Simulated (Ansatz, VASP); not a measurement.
Two plane-wave programs on YPt2S4

```
CELL_PARAMETERS angstrom
3.93018 0.00000 0.00000
-1.96509 3.40363 0.00000
0.00000 0.00000 9.68955
ATOMIC_POSITIONS crystal
Y 0.00000 0.00000 0.00000
Pt 0.66667 0.33333 0.73266
Pt 0.33333 0.66667 0.26734
S 0.33333 0.66667 0.84569
S 0.00000 0.00000 0.60507
S 0.00000 0.00000 0.39493
S 0.66667 0.33333 0.15431
```

Alike in both runs: functional PBE; dispersion D3(BJ); k mesh 12 × 12 × 4; occupations gaussian, width 0.1 eV; no spin polarisation.

Ansatz relaxed the structure, and its values are those at the end. VASP's run is a single point on that final structure, the one shown.

|  | VASP | Ansatz |
| --- | --- | --- |
| version | VASP 6.6.1 | Ansatz 0.2.0 |
| potentials or method | VASP PAW PBE potentials, release 64 (Y_sv, Pt, S), cutoff 520 eV | scalar-relativistic, plane waves, PAW |
| valence electrons in the cell | 55 | 71 |

```csv
,VASP,Ansatz,Ansatz less VASP
gap on the k mesh at the Fermi level (eV),none,none,-
pressure (GPa),-0.2,0.0,+0.22
rms of the force components (eV/Å),0.034,0.003,-0.0313
```

A gap of «none» marks a metal or a gap that the smearing closes. VASP's potentials hold 55 valence electrons a cell and Ansatz's 71, so a difference there can come from the potentials and not from the codes.

Neither program's run includes spin-orbit coupling.
